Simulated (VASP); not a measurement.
Here is a VASP 6.6.1 calculation.

Contents of INCAR:

```
PREC = Accurate ; ENCUT = 910
EDIFF = 1E-6 ; ISMEAR = -1
SIGMA = 0.05 ; LREAL = F
LASPH = T ; NELM = 120
ALGO = Normal ; ISIF = 2
LWAVE = F ; LCHARG = T
GGA = PS ; LELF = T
LVHAR = T ; NBANDS = 11
GGA_COMPAT = F
```

File KPOINTS:

```
regular mesh
0
Gamma
  7 7 7
```

POSCAR

```
C
1.0
    0.0000000000      1.7833700000      1.7833700000
    1.7833700000      0.0000000000      1.7833700000
    1.7833700000      1.7833700000      0.0000000000
C
2
Direct
    0.7500000000      0.7500000000      0.7500000000
    0.5000000000      0.5000000000      0.5000000000
```

Potentials or basis: VASP PAW PBE potentials, release 64 (C_h).

Command:

```bash
$ cat potpaw_PBE.64/C_h/POTCAR > POTCAR
$ mpirun -np 1 vasp_std > vasp.out
```

Question: Estimate the pressure.

Answer: -4.8 GPa.

Question: Estimate the band gap on the k mesh.

Answer: 4.12 eV, indirect (least direct gap 5.54 eV).

Caveat: the k points lie up to 0.44 Å⁻¹ apart; the cutoff is under 1.25 times the usual one of these potentials, so pressure, stress and relaxed cells hold a basis-set (Pulay) error; the PAW data sets were made with another functional, which shifts forces and pressure a little. PBEsol gaps usually lie below the measured ones, often by a third to a half.
